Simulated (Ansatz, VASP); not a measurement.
## Mg in VASP and in Ansatz

```xyz
1
Lattice="0.0000 2.2667 2.2443 2.2667 0.0000 2.2443 2.2667 2.2667 0.0000" Properties=species:S:1:pos:R:3 pbc="T T T"
Mg    0.0000    0.0000    0.0000
```

Change from the starting cell: equal xx and yy strain of +1 %.

Alike in both runs: task single point; functional PBE; k mesh 16 × 16 × 16; occupations fermi-dirac, width 0.03 eV; no spin polarisation.

|  | VASP | Ansatz |
| --- | --- | --- |
| version | VASP 6.6.1 | Ansatz 0.2.0 |
| potentials or method | VASP PAW PBE potentials, release 64 (Mg), cutoff 520 eV | all-electron LAPW, scalar-relativistic |

Ansatz gave:

| Property | Result |
| --- | --- |
| pressure (GPa) | 0.1 |
| traceless stress, the component that is largest in VASP (GPa) | -0.18 |

Problem. What did VASP give for the same quantities?

Solution. Pressure (GPa): 0.0; traceless stress, the component that is largest in VASP (GPa): -0.18.

Ansatz ran all-electron here, and VASP with PAW potentials.
